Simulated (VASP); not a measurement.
# TiB (F-43m) in VASP: a series of runs

The runs below take TiB through electric field gradients, with r2SCAN.

Everything below comes from runs of VASP 6.6.1. Logs are shortened: lines on timing, memory, paths and dates and some standing lists are left out, and cuts for length are marked.

### 1 The cell of the first run

The structure is cubic, space group F-43m (No. 216). Conventional cell: a = 3.980 Å, b = 3.980 Å, c = 3.980 Å, α = 90.00°, β = 90.00°, γ = 90.00°. Ti (site symmetry -43m) has 4 B at 1.72 Å within 2.3 Å. B (site symmetry -43m) has 4 Ti at 1.72 Å within 2.3 Å.

### 2 Electric field gradients, r2SCAN (volume scaled by 0.85)

File POSCAR:

```
TiB
1.0
    0.0000000000      1.9902105663      1.9902105663
    1.9902105663      0.0000000000      1.9902105663
    1.9902105663      1.9902105663      0.0000000000
Ti B
1 1
Direct
    0.2500000000      0.2500000000      0.2500000000
    0.0000000000      0.0000000000      0.0000000000
```

File INCAR.step1:

```
PREC = Accurate ; ENCUT = 520
ISMEAR = -1 ; SIGMA = 0.05
LREAL = F ; LASPH = T
NELM = 60 ; NBANDS = 14
GGA = PE ; ALGO = Normal
EDIFF = 1E-4 ; LWAVE = T
LCHARG = F
```

File INCAR.step2:

```
PREC = Accurate ; ENCUT = 520
EDIFF = 1E-8 ; ISMEAR = -1
SIGMA = 0.05 ; LREAL = F
LASPH = T ; NELM = 60
ALGO = Normal ; ISIF = 2
LWAVE = F ; LCHARG = F
METAGGA = R2SCAN ; LMIXTAU = T
LEFG = T ; NBANDS = 14
ISTART = 1
```

File KPOINTS:

```
Automatic mesh
0
Gamma
  15 15 15
```

Potentials or basis: VASP PAW PBE potentials, release 64 (Ti_sv, B).

On the command line:

```
$ cat potpaw_PBE.64/Ti_sv/POTCAR potpaw_PBE.64/B/POTCAR > POTCAR
$ cp INCAR.step1 INCAR
$ mpirun -np 1 vasp_std > vasp.out
$ cp INCAR.step2 INCAR
$ mpirun -np 1 vasp_std > vasp.out
```

OUTCAR:

```text
PREC = Accurate
   ENCUT = 520
   EDIFF = 1E-8
   ISMEAR = -1
   LREAL = F
   LASPH = T
   NELM = 60
   ISIF = 2
   METAGGA = R2SCAN
   ISTART = 1

 ion  position               nearest neighbor table
   1  0.250  0.250  0.250-   2 1.72   2 1.72   2 1.72   2 1.72
   2  0.000  0.000  0.000-   1 1.72   1 1.72   1 1.72   1 1.72

  LATTYP: Found a face centered cubic cell.
 ALAT       =     3.9804211326

  Lattice vectors:

 A1 = (   0.0000000000,   1.9902105663,   1.9902105663)
 A2 = (   1.9902105663,   0.0000000000,   1.9902105663)
 A3 = (   1.9902105663,   1.9902105663,   0.0000000000)

Analysis of symmetry for initial positions (statically):
=====================================================================
 Subroutine PRICEL returns:
 Original cell was already a primitive cell.

 Routine SETGRP: Setting up the symmetry group for a
 face centered cubic supercell.

 Subroutine GETGRP returns: Found 24 space group operations
 (whereof 24 operations were pure point group operations)
 out of a pool of 48 trial point group operations.

The static configuration has the point symmetry T_d .

Analysis of symmetry for dynamics (positions and initial velocities):
=====================================================================
 Subroutine PRICEL returns:
 Original cell was already a primitive cell.

 Routine SETGRP: Setting up the symmetry group for a
 face centered cubic supercell.

 Subroutine GETGRP returns: Found 24 space group operations
 (whereof 24 operations were pure point group operations)
 out of a pool of 48 trial point group operations.

The dynamic configuration has the point symmetry T_d .

 Subroutine INISYM returns: Found 24 space group operations
 (whereof 24 operations are pure point group operations),
 and found     1 'primitive' translations

----------------------------------------------------------------------------------------

                                     Primitive cell

  volume of cell :      15.7662

  direct lattice vectors                    reciprocal lattice vectors
     0.000000000  1.990210566  1.990210566    -0.251229698  0.251229698  0.251229698
     1.990210566  0.000000000  1.990210566     0.251229698 -0.251229698  0.251229698
     1.990210566  1.990210566  0.000000000     0.251229698  0.251229698 -0.251229698

  length of vectors
     2.814582775  2.814582775  2.814582775     0.435142602  0.435142602  0.435142602

  position of ions in fractional coordinates (direct lattice)
     0.250000000  0.250000000  0.250000000
     0.000000000  0.000000000  0.000000000

  ion indices of the primitive-cell ions
   primitive index   ion index
                 1           1
                 2           2

----------------------------------------------------------------------------------------

 KPOINTS: Automatic mesh

Automatic generation of k-mesh.
 Grid dimensions read from file:
 generate k-points for:   15   15   15

 Generating k-lattice:

  Cartesian coordinates                     Fractional coordinates (reciprocal lattice)
    -0.016748647  0.016748647  0.016748647     0.066666667  0.000000000  0.000000000
     0.016748647 -0.016748647  0.016748647     0.000000000  0.066666667  0.000000000
     0.016748647  0.016748647 -0.016748647     0.000000000  0.000000000  0.066666667

  Length of vectors
     0.029009507  0.029009507  0.029009507

  Shift w.r.t. Gamma in fractional coordinates (k-lattice)
     0.000000000  0.000000000  0.000000000

 Subroutine IBZKPT returns following result:
 ===========================================

 Found    120 irreducible k-points:

 Following reciprocal coordinates:
            Coordinates               Weight
  0.000000  0.000000  0.000000      1.000000
  0.066667  0.000000  0.000000      8.000000
  0.133333  0.000000  0.000000      8.000000
  0.200000  0.000000  0.000000      8.000000
  0.266667  0.000000  0.000000      8.000000
  0.333333  0.000000  0.000000      8.000000
[... 16 lines left out ...]
  0.133333  0.133333  0.000000      6.000000
  0.200000  0.133333  0.000000     24.000000
 [... further k-points ...]
   k-points           NKPTS =    120   k-points in BZ     NKDIM =    120   number of bands    NBANDS=     14
   number of dos      NEDOS =    301   number of ions     NIONS =      2
   total plane-waves  NPLWV =  13824
   dimension x,y,z NGX =    24 NGY =   24 NGZ =   24
   dimension x,y,z NGXF=    48 NGYF=   48 NGZF=   48
   ions per type =               1   1
   NGX,Y,Z   is equivalent  to a cutoff of  14.18, 14.18, 14.18 a.u.
   NGXF,Y,Z  is equivalent  to a cutoff of  28.35, 28.35, 28.35 a.u.
 SYSTEM =  unknown system
   PREC   = accura    normal or accurate (medium, high low for compatibility)
   ISTART =      1    job   : 0-new  1-cont  2-samecut
   ICHARG =      0    charge: 1-file 2-atom 10-const
   ISPIN  =      1    spin polarized calculation?
   LNONCOLLINEAR =      F non collinear calculations
   LSORBIT =      F    spin-orbit coupling
   LASPH  =      T    aspherical Exc in radial PAW
   ENCUT  =  520.0 eV  38.22 Ry    6.18 a.u.   5.23  5.23  5.23*2*pi/ulx,y,z
   NELM   =     60;   NELMIN=  2; NELMDL=  0     # of ELM steps
   EDIFF  = 0.1E-07   stopping-criterion for ELM
   LREAL  =      F    real-space projection
   EDIFFG = 0.1E-06   stopping-criterion for IOM
   NSW    =      0    number of steps for IOM
   IBRION =     -1    ionic relax: 0-MD 1-quasi-New 2-CG
   NFREE  =      0    steps in history (QN), initial steepest desc. (CG)
   ISIF   =      2    stress and relaxation
   ISYM   =      2    0-nonsym 1-usesym 2-fastsym
   POTIM  = 0.5000    time-step for ionic-motion
   TEBEG  =    0.0;   TEEND  =   0.0 temperature during run
   PSTRESS=    0.0 pullay stress
   NELECT =      15.0000    total number of electrons
   NUPDOWN=      -1.0000    fix difference up-down
   EMIN   =  10.00;   EMAX   =-10.00  energy-range for DOS
   EFERMI =   0.00;   METHOD = LEGACY
   ISMEAR =    -1;   SIGMA  =   0.05  broadening in eV -4-tet -1-fermi 0-gaus
   EFERMI_NEDOS =   21; number of points for ismear=-14 and -15
   IALGO  =     38    algorithm
   IMIX   =      4    mixing-type and parameters
     AMIX     =   0.40;   BMIX     =  1.00
     AMIX_MAG =   1.60;   BMIX_MAG =  1.00
  volume/ion in A,a.u.               =       7.88        53.20
  Fermi-wavevector in a.u.,A,eV,Ry     =   1.610137  3.042718 35.273674  2.592542
  Thomas-Fermi vector in A             =   2.705736
   LORBIT       =      0    0 simple, 1 ext, 2 COOP (PROOUT), +10 PAW based schemes
   METAGGA = R2SCAN    functional components
   LHFCALC =     F    Hartree Fock is set to
   AEXX    =    0.0000 exact exchange contribution
   IVDW    =     0    specifies the selected vdW correction
   LEPSILON=     F    determine dielectric tensor
   LRPA    =     F    only Hartree local field effects (RPA)
 non-spin polarized calculation
  energy-cutoff  :      520.00
  volume of cell :       15.77
 maximum number of plane-waves:       440
 NGX is ok and might be reduce to    24
   NGX = 11   NGY = 11   NGZ = 11

 number of electron      14.9999998 magnetization

 Free energy of the ion-electron system (eV)
  ---------------------------------------------------
  ext. energy  EPLUGINS =         0.00000000
  ---------------------------------------------------
  free energy    TOTEN  =       -12.94400532 eV

  energy without entropy =      -12.93697527  energy(sigma->0) =      -12.94049030

 E-fermi :  11.3478     XC(G=0): -14.6257

 val. band max:       11.3365212051   @ k =  -0.4667   0.2667   0.0667
 cond. band min:      11.3874117360   @ k =  -0.4667   0.3333   0.0000
 fundamental gap:      0.0508905308
 Fermi energy:        11.3478163946

 k-point     1 :       0.0000    0.0000    0.0000
  band No.  band energies     occupation
      1     -45.5132      2.00000
      2     -20.3964      2.00000
      3     -20.3964      2.00000
      4     -20.3963      2.00000
      5       1.5544      2.00000
      6       8.6884      2.00000
      7       8.6884      2.00000
      8       8.6884      2.00000
      9      15.2791      0.00000
     10      15.2791      0.00000
     11      25.9181      0.00000
     12      26.2968      0.00000
     13      26.2968      0.00000
     14      26.2968      0.00000
[... 375 lines left out ...]
 k-point    24 :       0.2000    0.1333    0.0000
  band No.  band energies     occupation
      1     -45.4306      2.00000
      2     -20.7958      2.00000
      3     -20.5363      2.00000
      4     -20.5220      2.00000
      5       2.8586      2.00000
      6       8.1020      2.00000
      7       9.4581      2.00000
      8       9.4888      2.00000
      9      13.8876      0.00000
     10      15.6702      0.00000
     11      24.9806      0.00000
     12      25.6204      0.00000
     13      26.1484      0.00000
     14      27.7693      0.00000

 [... further k-points ...]
[... 5 lines left out ...]
  --------------------------------------------------------------------------------------
  -------------------------------------------------------------------------------------
  Total       20.7168521     20.7168521     20.7168521      0.0000000      0.0000000      0.0000000
  in kB     2105.2674143   2105.2674143   2105.2674143      0.0000000      0.0000000      0.0000000
  external PRESSURE =    2105.2674143 kB  Pullay stress =       0.0000000 kB

 VOLUME and BASIS-vectors are now :
 -----------------------------------------------------------------------------
  energy-cutoff  :      520.00
  volume of cell :       15.77
      direct lattice vectors                 reciprocal lattice vectors
     0.000000000  1.990210566  1.990210566    -0.251229698  0.251229698  0.251229698
     1.990210566  0.000000000  1.990210566     0.251229698 -0.251229698  0.251229698
     1.990210566  1.990210566  0.000000000     0.251229698  0.251229698 -0.251229698

 POSITION                                       TOTAL-FORCE (eV/Angst)
 -----------------------------------------------------------------------------------
      0.99511      0.99511      0.99511        -0.000000     -0.000000     -0.000000
      0.00000      0.00000      0.00000         0.000000      0.000000      0.000000
 -----------------------------------------------------------------------------------
    total drift:                               -0.000000     -0.000000     -0.000000

  FREE ENERGIE OF THE ION-ELECTRON SYSTEM (eV)
  ---------------------------------------------------
  free  energy   TOTEN  =       -12.9440053214 eV

  energy  without entropy=      -12.9369752696  energy(sigma->0) =      -12.94049030

 Electric field gradients (V/A^2)
---------------------------------------------------------------------
 ion       V_xx      V_yy      V_zz      V_xy      V_xz      V_yz
---------------------------------------------------------------------
   1      -0.000     0.000    -0.000    -0.001    -0.001    -0.001
   2      -0.000    -0.000    -0.000     0.000     0.000     0.000
---------------------------------------------------------------------

 Electric field gradients after diagonalization (V/A^2)
 (convention: |V_zz| > |V_xx| > |V_yy|)
----------------------------------------------------------------------
 ion       V_xx      V_yy      V_zz     asymmetry (V_yy - V_xx)/ V_zz
----------------------------------------------------------------------
   1       0.001     0.001    -0.002       0.000
   2      -0.000    -0.000     0.000       0.000
----------------------------------------------------------------------

           NMR quadrupolar parameters

 Cq : quadrupolar parameter    Cq=e*Q*V_zz/h
 eta: asymmetry parameters     (V_yy - V_xx)/ V_zz
 Q  : nuclear electric quadrupole moment in mb (millibarn)
----------------------------------------------------------------------
 ion       Cq(MHz)       eta       Q (mb)
----------------------------------------------------------------------
   1      -0.000       0.000       1.000
   2       0.000       0.000       1.000
----------------------------------------------------------------------
```

Wall time 6.1 min (1 thread of AMD EPYC 7R43 (Zen 3), shared host); peak memory 0.12 GiB.

What came out:

```yaml
Free_energy: -12.9440 eV
Pressure: 210.5 GPa
```

Levels at points of the mesh, in eV from the Fermi level:
```tsv
k point	band 5	band 6	band 7	band 8	band 9	band 10	band 11	band 12
(0.00, 0.00, 0.00)	-9.79	-2.66	-2.66	-2.66	3.93	3.93	14.57	14.95
```

Caveat: the cell differs from its parent crystal (volume scaled by 0.85); without QUAD_EFG the Cq values of the log hold for a quadrupole moment of 1 mb, not for the nuclei; the PAW data sets were made with another functional, which shifts forces and pressure a little.

### 3 Electric field gradients, r2SCAN

This run uses another cell than the first one, of 9.27 Å³/atom, 1.176 times its volume.

File POSCAR:

```
TiB
1.0
    0.0000000000      2.1010000000      2.1010000000
    2.1010000000      0.0000000000      2.1010000000
    2.1010000000      2.1010000000      0.0000000000
Ti B
1 1
Direct
    0.2500000000      0.2500000000      0.2500000000
    0.0000000000      0.0000000000      0.0000000000
```

File INCAR.step1:

```
  PREC = Accurate
  ENCUT = 520
  ISMEAR = -1
  SIGMA = 0.05
  LREAL = False
  LASPH = True
  NELM = 60
  NBANDS = 14
  GGA = PE
  ALGO = Normal
  EDIFF = 1E-4
  LWAVE = True
  LCHARG = False
```

File INCAR.step2:

```
  PREC = Accurate
  ENCUT = 520
  EDIFF = 1E-8
  ISMEAR = -1
  SIGMA = 0.05
  LREAL = False
  LASPH = True
  NELM = 60
  ALGO = Normal
  ISIF = 2
  LWAVE = False
  LCHARG = False
  METAGGA = R2SCAN
  LMIXTAU = True
  LEFG = True
  NBANDS = 14
  ISTART = 1
```

KPOINTS is that of step 2.

Potentials or basis: VASP PAW PBE potentials, release 64 (Ti_sv, B).

On the command line:

```
$ cat potpaw_PBE.64/Ti_sv/POTCAR potpaw_PBE.64/B/POTCAR > POTCAR
$ cp INCAR.step1 INCAR
$ mpirun -np 1 vasp_std > vasp.out
$ cp INCAR.step2 INCAR
$ mpirun -np 1 vasp_std > vasp.out
```

OUTCAR:

```text
PREC = Accurate
   ENCUT = 520
   EDIFF = 1E-8
   ISMEAR = -1
   LREAL = False
   LASPH = True
   NELM = 60
   ISIF = 2
   METAGGA = R2SCAN
   ISTART = 1

 ion  position               nearest neighbor table
   1  0.250  0.250  0.250-   2 1.82   2 1.82   2 1.82   2 1.82
   2  0.000  0.000  0.000-   1 1.82   1 1.82   1 1.82   1 1.82

  LATTYP: Found a face centered cubic cell.
 ALAT       =     4.2020000000

  Lattice vectors:

 A1 = (   0.0000000000,   2.1010000000,   2.1010000000)
[... 621 lines left out ...]
  ---------------------------------------------------
  free  energy   TOTEN  =       -15.7675262247 eV

  energy  without entropy=      -15.7592004088  energy(sigma->0) =      -15.76336332

 Electric field gradients (V/A^2)
---------------------------------------------------------------------
 ion       V_xx      V_yy      V_zz      V_xy      V_xz      V_yz
---------------------------------------------------------------------
   1      -0.000    -0.000     0.000     0.001     0.001     0.001
   2      -0.000    -0.000    -0.000     0.000     0.000     0.000
---------------------------------------------------------------------

 Electric field gradients after diagonalization (V/A^2)
 (convention: |V_zz| > |V_xx| > |V_yy|)
----------------------------------------------------------------------
 ion       V_xx      V_yy      V_zz     asymmetry (V_yy - V_xx)/ V_zz
----------------------------------------------------------------------
   1      -0.001    -0.001     0.002       0.000
   2      -0.000    -0.000     0.000       0.000
----------------------------------------------------------------------

           NMR quadrupolar parameters

 Cq : quadrupolar parameter    Cq=e*Q*V_zz/h
 eta: asymmetry parameters     (V_yy - V_xx)/ V_zz
 Q  : nuclear electric quadrupole moment in mb (millibarn)
----------------------------------------------------------------------
 ion       Cq(MHz)       eta       Q (mb)
----------------------------------------------------------------------
   1       0.000       0.000       1.000
   2       0.000       0.000       1.000
----------------------------------------------------------------------
```

Wall time 6.5 min (1 thread of AMD EPYC 7R43 (Zen 3), shared host); peak memory 0.13 GiB.

Results:

```yaml
Free_energy: -15.7675 eV
Pressure: 122.2 GPa
```

Caveat: without QUAD_EFG the Cq values of the log hold for a quadrupole moment of 1 mb, not for the nuclei; the PAW data sets were made with another functional, which shifts forces and pressure a little.
